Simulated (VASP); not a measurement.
Set up this calculation in VASP 6.6.1, as the native input.

| Item | Value |
| --- | --- |
| Task | single point |
| Functional | PBE |
| Potentials or basis | VASP PAW PBE potentials, release 64 (Tl_d) |
| Cutoff | 520 eV |
| k mesh | 8 × 8 × 8 |
| Occupations | gaussian, width 0.05 eV |
| Spin | no spin polarisation |
| Dipole correction | no |
| Further INCAR settings | ALGO = Normal; EDIFF = 1e-06; NBANDS = 12 |

The structure of Tl lies in POSCAR:

```
Tl
1.0
   -1.9906559949      1.9906559949      1.9906559949
    1.9906559949     -1.9906559949      1.9906559949
    1.9906559949      1.9906559949     -1.9906559949
Tl
1
Direct
    0.0000000000      0.0000000000      0.0000000000
```

This isn't the form of Tl at room conditions, which is hcp.

These files were run (other wordings do the same):

INCAR

```
ALGO = Normal
EDIFF = 1E-6
ENCUT = 520
GGA = PE
ISIF = 2
ISMEAR = 0
LASPH = True
LCHARG = False
LREAL = False
LWAVE = False
NBANDS = 12
NELM = 100
PREC = Accurate
SIGMA = 0.05
```

KPOINTS

```
k-points
0
Gamma
  8 8 8
```

Potentials or basis: VASP PAW PBE potentials, release 64 (Tl_d).

Launch:

```console
$ cat potpaw_PBE.64/Tl_d/POTCAR > POTCAR
$ mpirun -np 1 vasp_std > vasp.out
```

It gave:

```json
{"Pressure": "0.0 GPa", "Band gap on the k mesh": "zero (an odd number of electrons rules out a gap without spin polarisation)"}
```

Caveat: spin-orbit coupling is left out, which moves the levels of the heavy elements.

Wall time 15 s on 1 thread of Intel(R) Xeon(R) Platinum 8259CL CPU @ 2.50GHz (Skylake/Cascade Lake) (shared host), peak memory 0.15 GiB.
